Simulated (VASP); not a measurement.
Set up this calculation in VASP 6.6.1, as the native input.

| Quantity | Value |
| --- | --- |
| Task | single point |
| Functional | LDA |
| Potentials or basis | VASP PAW LDA potentials, release 64 (In_d, P) |
| Cutoff | 520 eV |
| k mesh | 8 × 8 × 8 |
| Occupations | gaussian, width 0.01 eV |
| Spin | no spin polarisation |
| Dipole correction | no |
| Further INCAR settings | ALGO = Normal; EDIFF = 1e-06; NBANDS = 16 |

The structure of InP lies in POSCAR:

```
InP
1.0
    2.8553861717      2.8553861717      0.0000000000
   -2.8553861717      2.8553861717      0.0000000000
    0.0000000000      2.8553861717      2.9776612500
In P
1 1
Direct
    0.0000000000      0.0000000000      0.0000000000
    0.7500000000      0.2500000000      0.5000000000
```

This cell differs from its parent crystal: in-plane strain -0.02, then relaxed in part.

One way to write it, as run:

INCAR

```
ALGO = Normal ; EDIFF = 1E-6
ENCUT = 520 ; GGA = CA
ISIF = 2 ; ISMEAR = 0
LASPH = T ; LCHARG = F
LREAL = F ; LWAVE = F
NBANDS = 16 ; NELM = 100
PREC = Accurate ; SIGMA = 0.01
```

KPOINTS

```
k-points
0
Gamma
  8 8 8
```

Potentials or basis: VASP PAW LDA potentials, release 64 (In_d, P).

Run with:

```bash
$ cat potpaw_LDA.64/In_d/POTCAR potpaw_LDA.64/P/POTCAR > POTCAR
$ mpirun -np 1 vasp_std > vasp.out
```

Results of the run:

- Pressure: 1.3 GPa
- Band gap on the k mesh: 0.62 eV, direct

Caveat: the cell differs from its parent crystal (in-plane strain -0.02, then relaxed in part); spin-orbit coupling is left out, which moves the levels of the heavy elements.

Wall time 20 s on 1 thread of AMD EPYC 9R45 96-Core Processor (Zen 5) (shared host), peak memory 0.15 GiB.
